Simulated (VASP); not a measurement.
Write the native input for VASP 6.6.1 that does the following.

```
Task                   : relaxation of cell and atoms
Functional             : PBEsol
Potentials or basis    : VASP PAW PBE potentials, release 64 (Pd)
Cutoff                 : 500 eV
k mesh                 : 11 × 11 × 11
Occupations            : fermi-dirac, width 0.05 eV
Spin                   : no spin polarisation
Dipole correction      : no
Further INCAR settings : ALGO = Normal; EDIFF = 1e-07; IBRION = 2; EDIFFG = -0.02; NSW = 60; ISIF = 3
```

The structure of Pd lies in POSCAR:

```
Pd
1.0
    0.0000000000      1.9392630156      1.9392630156
    1.9392630156      0.0000000000      1.9392630156
    1.9392630156      1.9392630156      0.0000000000
Pd
1
Direct
    0.0000000000      0.0000000000      0.0000000000
```

These files were run (other wordings do the same):

INCAR

```
ALGO = Normal
EDIFF = 1E-7
EDIFFG = -0.02
ENCUT = 500
GGA = PS
GGA_COMPAT = F
IBRION = 2
ISIF = 3
ISMEAR = -1
LASPH = T
LCHARG = F
LREAL = F
LWAVE = F
NELM = 120
NELMIN = 4
NSW = 60
PREC = Accurate
SIGMA = 0.05
```

KPOINTS

```
k-points
0
Gamma
  11 11 11
```

Potentials or basis: VASP PAW PBE potentials, release 64 (Pd).

Command:

```bash
$ cat potpaw_PBE.64/Pd/POTCAR > POTCAR
$ mpirun -np 1 vasp_std > vasp.out
```

Results of the run:

| Quantity | Value |
| --- | --- |
| Relaxed volume | 14.56 Å³/atom |
| Relaxed cell | a = 2.741 Å, b = 2.741 Å, c = 2.741 Å, α = 60.00°, β = 60.00°, γ = 60.00° |
| Space group after relaxing (to 0.1 Å) | Fm-3m (No. 225) |
| Energy gained by relaxing | 0.0 meV/atom |
| Ionic steps | 3 |
| Pressure after relaxing | 0.0 GPa |
| Band gap on the k mesh | zero (bands 5 and 6 overlap by 1.54 eV) |

Caveat: the PAW data sets were made with another functional, which shifts forces and pressure a little.

Run time: 23 s on 1 thread of AMD EPYC 7R13, on a shared host, peak memory 0.1 GiB.
